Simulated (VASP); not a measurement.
# TiC (I4mm) in VASP: single point with PBE

Aim: the single point of TiC with PBE.

Everything below comes from runs of VASP 6.6.1. Logs are shortened: lines on timing, memory, paths and dates and some standing lists are left out, and cuts for length are marked.

### Step 1. The cell of the first run

Symmetry: I4mm, No. 107, tetragonal system. Conventional cell: a = 3.064 Å, b = 3.064 Å, c = 4.333 Å, α = 90.00°, β = 90.00°, γ = 90.00°. Within 2.8 Å of Ti (site symmetry 4mm) lie 6 C at 2.10 to 2.23 Å. C (site symmetry 4mm) has 6 Ti at 2.10 to 2.23 Å within 2.8 Å.

### Step 2. Single point, PBE (atoms displaced along a vibrational mode)

INCAR reads:

```
SYSTEM = TiC
PREC     = Accurate       ! precision mode
ENCUT    = 520            ! plane-wave cutoff, eV
EDIFF    = 1E-6           ! SCF threshold, eV
ISMEAR   = 0              ! smearing method
SIGMA    = 0.15           ! smearing width, eV
LREAL    = .False.        ! projectors in reciprocal space
LASPH    = .True.         ! aspherical terms in the spheres
NELM     = 60             ! most SCF steps
ALGO     = Normal         ! electronic algorithm
ISIF     = 2              ! what is computed and relaxed
LWAVE    = .False.        ! write WAVECAR
LCHARG   = .False.        ! write CHGCAR
GGA      = PE             ! functional
NBANDS   = 24             ! bands
```

KPOINTS reads:

```
regular mesh
0
Gamma
  20 20 14
  0 0 0
```

POSCAR reads:

```
TiC
1.0
    0.0000000000     -2.1664615256     -2.1664615256
    0.0000000000      2.1664615256     -2.1664615256
    4.3329230512      0.0000000000      0.0000000000
Ti C
2 2
Direct
    0.5028955561      0.4971044439      0.5000000000
    1.0028955561      0.9971044439      0.0000000000
    0.4884604459      0.5115395541      0.0000000000
   -0.0115395541      0.0115395541      0.5000000000
```

Potentials or basis: VASP PAW PBE potentials, release 64 (Ti_sv, C).

Started as:

```
cat potpaw_PBE.64/Ti_sv/POTCAR potpaw_PBE.64/C/POTCAR > POTCAR
mpirun -np 1 vasp_std > vasp.out
```

OUTCAR:

```text
SYSTEM = TiC
   PREC = Accurate
   ENCUT = 520
   EDIFF = 1E-6
   ISMEAR = 0
   LREAL = .False.
   LASPH = .True.
   NELM = 60
   ISIF = 2
   GGA = PE

 ion  position               nearest neighbor table
   1  0.503  0.497  0.500-   4 2.10   3 2.17   4 2.17   3 2.17   4 2.17   4 2.23
   2  0.003  0.997  0.000-   3 2.10   3 2.17   4 2.17   4 2.17   3 2.17   3 2.23
   3  0.488  0.512  0.000-   2 2.10   1 2.17   2 2.17   1 2.17   2 2.17   2 2.23
   4  0.988  0.012  0.500-   1 2.10   1 2.17   2 2.17   2 2.17   1 2.17   1 2.23

  LATTYP: Found a simple tetragonal cell.
 ALAT       =     3.0638392719
 C/A-ratio  =     1.4142135624

  Lattice vectors:

 A1 = (   0.0000000000,  -2.1664615256,  -2.1664615256)
 A2 = (   0.0000000000,   2.1664615256,  -2.1664615256)
 A3 = (   4.3329230512,   0.0000000000,   0.0000000000)

Analysis of symmetry for initial positions (statically):
=====================================================================
 Subroutine PRICEL returns following result:

  LATTYP: Found a face centered cubic cell.
 ALAT       =     4.3329230512

  Lattice vectors:

 A1 = (  -2.1664615256,   0.0000000000,   2.1664615256)
 A2 = (  -2.1664615256,  -2.1664615256,   0.0000000000)
 A3 = (   0.0000000000,  -2.1664615256,   2.1664615256)

   2 primitive cells build up your supercell.

 Routine SETGRP: Setting up the symmetry group for a
 simple tetragonal supercell.

 Subroutine GETGRP returns: Found  4 space group operations
 (whereof  4 operations were pure point group operations)
 out of a pool of 16 trial point group operations.

The static configuration has the point symmetry C_2v.

Analysis of symmetry for dynamics (positions and initial velocities):
=====================================================================
 Subroutine PRICEL returns following result:

  LATTYP: Found a face centered cubic cell.
 ALAT       =     4.3329230512

  Lattice vectors:

 A1 = (  -2.1664615256,   0.0000000000,   2.1664615256)
 A2 = (  -2.1664615256,  -2.1664615256,   0.0000000000)
 A3 = (   0.0000000000,  -2.1664615256,   2.1664615256)

   2 primitive cells build up your supercell.

 Routine SETGRP: Setting up the symmetry group for a
 simple tetragonal supercell.

 Subroutine GETGRP returns: Found  4 space group operations
 (whereof  4 operations were pure point group operations)
 out of a pool of 16 trial point group operations.

The dynamic configuration has the point symmetry C_2v.

 Subroutine INISYM returns: Found  4 space group operations
 (whereof  4 operations are pure point group operations),
 and found     2 'primitive' translations

----------------------------------------------------------------------------------------

                                     Primitive cell

  volume of cell :      20.3368

  direct lattice vectors                    reciprocal lattice vectors
    -2.166461526  0.000000000  2.166461526    -0.230791082  0.230791082  0.230791082
    -2.166461526 -2.166461526  0.000000000    -0.230791082 -0.230791082 -0.230791082
     0.000000000 -2.166461526  2.166461526     0.230791082 -0.230791082  0.230791082

  length of vectors
     3.063839272  3.063839272  3.063839272     0.399741880  0.399741880  0.399741880

  position of ions in fractional coordinates (direct lattice)
     0.997104444  0.002895556  0.002895556
     0.511539554  0.488460446  0.488460446

  ion indices of the primitive-cell ions
   primitive index   ion index
                 1           1
                 2           3

----------------------------------------------------------------------------------------

 KPOINTS: regular mesh

Automatic generation of k-mesh.
 Grid dimensions read from file:
 generate k-points for:   20   20   14

 Generating k-lattice:

  Cartesian coordinates                     Fractional coordinates (reciprocal lattice)
     0.000000000 -0.011539554 -0.011539554     0.050000000  0.000000000  0.000000000
     0.000000000  0.011539554 -0.011539554     0.000000000  0.050000000  0.000000000
     0.016485077  0.000000000  0.000000000     0.000000000  0.000000000  0.071428571

  Length of vectors
     0.016319394  0.016319394  0.016485077

  Shift w.r.t. Gamma in fractional coordinates (k-lattice)
     0.000000000  0.000000000  0.000000000

 Subroutine IBZKPT returns following result:
 ===========================================

 Found    888 irreducible k-points:

 Following reciprocal coordinates:
            Coordinates               Weight
  0.000000  0.000000  0.000000      1.000000
  0.050000  0.000000  0.000000      4.000000
  0.100000  0.000000  0.000000      4.000000
  0.150000  0.000000  0.000000      4.000000
  0.200000  0.000000  0.000000      4.000000
  0.250000  0.000000  0.000000      4.000000
[... 16 lines left out ...]
 -0.050000  0.300000  0.000000      4.000000
  0.350000  0.050000  0.000000      4.000000
 [... further k-points ...]
   k-points           NKPTS =    888   k-points in BZ     NKDIM =    888   number of bands    NBANDS=     24
   number of dos      NEDOS =    301   number of ions     NIONS =      4
   total plane-waves  NPLWV =  18432
   dimension x,y,z NGX =    24 NGY =   24 NGZ =   32
   dimension x,y,z NGXF=    48 NGYF=   48 NGZF=   64
   ions per type =               2   2
   NGX,Y,Z   is equivalent  to a cutoff of  13.02, 13.02, 12.28 a.u.
   NGXF,Y,Z  is equivalent  to a cutoff of  26.05, 26.05, 24.56 a.u.
 SYSTEM =  TiC
   PREC   = accura    normal or accurate (medium, high low for compatibility)
   ISTART =      0    job   : 0-new  1-cont  2-samecut
   ICHARG =      2    charge: 1-file 2-atom 10-const
   ISPIN  =      1    spin polarized calculation?
   LNONCOLLINEAR =      F non collinear calculations
   LSORBIT =      F    spin-orbit coupling
   LASPH  =      T    aspherical Exc in radial PAW
   ENCUT  =  520.0 eV  38.22 Ry    6.18 a.u.   5.70  5.70  8.06*2*pi/ulx,y,z
   NELM   =     60;   NELMIN=  2; NELMDL= -5     # of ELM steps
   EDIFF  = 0.1E-05   stopping-criterion for ELM
   LREAL  =      F    real-space projection
[... 7 lines left out ...]
   TEBEG  =    0.0;   TEEND  =   0.0 temperature during run
   PSTRESS=    0.0 pullay stress
   NELECT =      32.0000    total number of electrons
   NUPDOWN=      -1.0000    fix difference up-down
   EMIN   =  10.00;   EMAX   =-10.00  energy-range for DOS
   EFERMI =   0.00;   METHOD = LEGACY
   ISMEAR =     0;   SIGMA  =   0.15  broadening in eV -4-tet -1-fermi 0-gaus
   EFERMI_NEDOS =   21; number of points for ismear=-14 and -15
   IALGO  =     38    algorithm
   IMIX   =      4    mixing-type and parameters
     AMIX     =   0.40;   BMIX     =  1.00
     AMIX_MAG =   1.60;   BMIX_MAG =  1.00
  volume/ion in A,a.u.               =      10.17        68.62
  Fermi-wavevector in a.u.,A,eV,Ry     =   1.511311  2.855964 31.076536  2.284061
  Thomas-Fermi vector in A             =   2.621385
   LORBIT       =      0    0 simple, 1 ext, 2 COOP (PROOUT), +10 PAW based schemes
   GGA     = PE    functional components
   LHFCALC =     F    Hartree Fock is set to
   AEXX    =    0.0000 exact exchange contribution
   IVDW    =     0    specifies the selected vdW correction
   LEPSILON=     F    determine dielectric tensor
   LRPA    =     F    only Hartree local field effects (RPA)
 non-spin polarized calculation
 Gauss-broadening in eV      SIGMA  =   0.15
  energy-cutoff  :      520.00
  volume of cell :       40.67
 maximum number of plane-waves:      1136
   NGX = 11   NGY = 11   NGZ = 17

 number of electron      32.0000014 magnetization

 Free energy of the ion-electron system (eV)
  ---------------------------------------------------
  ext. energy  EPLUGINS =         0.00000000
  ---------------------------------------------------
  free energy    TOTEN  =       -37.38597227 eV

  energy without entropy =      -37.37941583  energy(sigma->0) =      -37.38269405

 E-fermi :   9.4180     XC(G=0): -12.6904

 val. band max:        9.4151196783   @ k =   0.1000   0.1000   0.0000
 cond. band min:       9.4233303007   @ k =   0.3000   0.2500   0.0714
 fundamental gap:      0.0082106223
 Fermi energy:         9.4180194541

 k-point     1 :       0.0000    0.0000    0.0000
  band No.  band energies     occupation
      1     -47.1909      2.00000
      2     -47.0945      2.00000
      3     -23.6500      2.00000
      4     -23.3838      2.00000
      5     -23.3827      2.00000
      6     -23.2170      2.00000
[... 16 lines left out ...]
     23      12.1478      0.00000
     24      12.9079      0.00000

 k-point     2 :       0.0500    0.0000    0.0000
  band No.  band energies     occupation
      1     -47.1898      2.00000
      2     -47.0945      2.00000
      3     -23.6468      2.00000
      4     -23.3889      2.00000
      5     -23.3813      2.00000
      6     -23.2237      2.00000
[... 16 lines left out ...]
     23      12.3357      0.00000
     24      12.8935      0.00000

 k-point     3 :       0.1000    0.0000    0.0000
  band No.  band energies     occupation
      1     -47.1863      2.00000
      2     -47.0945      2.00000
      3     -23.6372      2.00000
      4     -23.4049      2.00000
      5     -23.3758      2.00000
      6     -23.2462      2.00000
[... 16 lines left out ...]
     23      12.8090      0.00000
     24      12.8467      0.00000
[... 514 lines left out ...]
 k-point    23 :      -0.0500    0.3000    0.0000
  band No.  band energies     occupation
      1     -47.1544      2.00000
      2     -47.0983      2.00000
      3     -23.5432      2.00000
      4     -23.5225      2.00000
      5     -23.4281      2.00000
      6     -23.3303      2.00000
[... 16 lines left out ...]
     23      13.4251      0.00000
     24      14.7563      0.00000

 k-point    24 :       0.3500    0.0500    0.0000
  band No.  band energies     occupation
      1     -47.1447      2.00000
      2     -47.1013      2.00000
      3     -23.5481      2.00000
      4     -23.5113      2.00000
      5     -23.4759      2.00000
      6     -23.3165      2.00000
[... 16 lines left out ...]
     23      13.6894      0.00000
     24      14.6065      0.00000

 [... further k-points ...]

------------------------ aborting loop because EDIFF is reached ----------------------------------------

  FORCE on cell =-STRESS in cart. coord.  units (eV):
  Direction    XX          YY          ZZ          XY          YZ          ZX
  --------------------------------------------------------------------------------------
  -------------------------------------------------------------------------------------
  Total        0.0816880      0.3454368      0.0713077      0.0000000      0.0000000      0.0000000
  in kB        3.2177771     13.6071199      2.8088856      0.0000000      0.0000000      0.0000000
  external PRESSURE =       6.5445942 kB  Pullay stress =       0.0000000 kB

 VOLUME and BASIS-vectors are now :
 -----------------------------------------------------------------------------
  energy-cutoff  :      520.00
  volume of cell :       40.67
      direct lattice vectors                 reciprocal lattice vectors
     0.000000000 -2.166461526 -2.166461526     0.000000000 -0.230791082 -0.230791082
     0.000000000  2.166461526 -2.166461526     0.000000000  0.230791082 -0.230791082
     4.332923051  0.000000000  0.000000000     0.230791082  0.000000000  0.000000000

 POSITION                                       TOTAL-FORCE (eV/Angst)
 -----------------------------------------------------------------------------------
      2.16646     -0.01255     -2.16646        -0.000000      0.576703      0.000000
      0.00000      2.15392     -2.16646         0.000000      0.576703      0.000000
      0.00000      0.05000     -2.16646         0.000000     -0.576703      0.000000
      2.16646     -2.11646     -2.16646         0.000000     -0.576703      0.000000
 -----------------------------------------------------------------------------------
    total drift:                               -0.000000      0.000693     -0.000000

  FREE ENERGIE OF THE ION-ELECTRON SYSTEM (eV)
  ---------------------------------------------------
  free  energy   TOTEN  =       -37.3859722662 eV

  energy  without entropy=      -37.3794158272  energy(sigma->0) =      -37.38269405
```

Wall time 6.1 min (1 thread of Intel Xeon Platinum 8488C (Sapphire Rapids), shared host); peak memory 0.76 GiB.

What came out:

```yaml
Free_energy: -37.3860 eV
Pressure: 0.7 GPa
Largest_force: 0.577 eV/Å
Band_gap_on_the_k_mesh: zero (bands 16 and 17 overlap by 0.98 eV)
```

Forces in eV/Å, atoms in the order of the input:
```
Ti   0.000  0.577  0.000
Ti   0.000  0.577  0.000
C    0.000 -0.577  0.000
C    0.000 -0.577  0.000
```

Stress tensor (GPa, compression positive):
```
0.32 0.00 0.00
0.00 1.36 0.00
0.00 0.00 0.28
```

Levels at points of the mesh, in eV from the Fermi level:
```
           k point  band 14  band 15  band 16  band 17  band 18  band 19
(0.00, 0.00, 0.00)     0.07     0.54     0.54     0.68     1.14     1.69
(0.50, 0.00, 0.00)    -2.73    -2.57    -2.57     2.12     2.12     3.12
(0.50, 0.50, 0.00)    -1.63    -0.08    -0.05    -0.05     0.07     2.69
(0.00, 0.00, 0.50)    -0.85    -0.43    -0.43    -0.19    -0.19     2.15
(0.50, 0.00, 0.50)    -2.90    -2.90    -2.90     2.89     2.89     2.90
(0.50, 0.50, 0.50)    -3.16    -2.67    -2.67     2.73     2.73     2.76
```

Caveat: the cell differs from its parent crystal (atoms displaced along a vibrational mode).
